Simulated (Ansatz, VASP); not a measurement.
**AlCu in VASP and in Ansatz**

```
CELL_PARAMETERS angstrom
3.06525 0.00000 0.00000
0.00000 3.06525 0.00000
0.00000 0.00000 3.06525
ATOMIC_POSITIONS crystal
Al 0.00000 0.00000 0.00000
Cu 0.50000 0.50000 0.50000
```

Alike in both runs: task single point; functional PBEsol; k mesh 14 × 14 × 14; occupations gaussian, width 0.1 eV; no spin polarisation.

|  | VASP | Ansatz |
| --- | --- | --- |
| version | VASP 6.6.1 | Ansatz 0.2.0 |
| potentials or method | VASP PAW PBE potentials, release 64 (Al, Cu), cutoff 520 eV | scalar-relativistic, plane waves, PAW |
| valence electrons in the cell | 14 | 22 |

```csv
,VASP,Ansatz,Ansatz less VASP
gap on the k mesh at the Fermi level (eV),none,none,-
pressure (GPa),-11.4,-10.8,+0.57
```

VASP's potentials were made for PBE, not for PBEsol. A gap of «none» marks a metal or a gap that the smearing closes. With one functional, cell and mesh, what is left measures potentials, basis and numerics. VASP's potentials hold 14 valence electrons a cell and Ansatz's 22, so a difference there can come from the potentials and not from the codes.
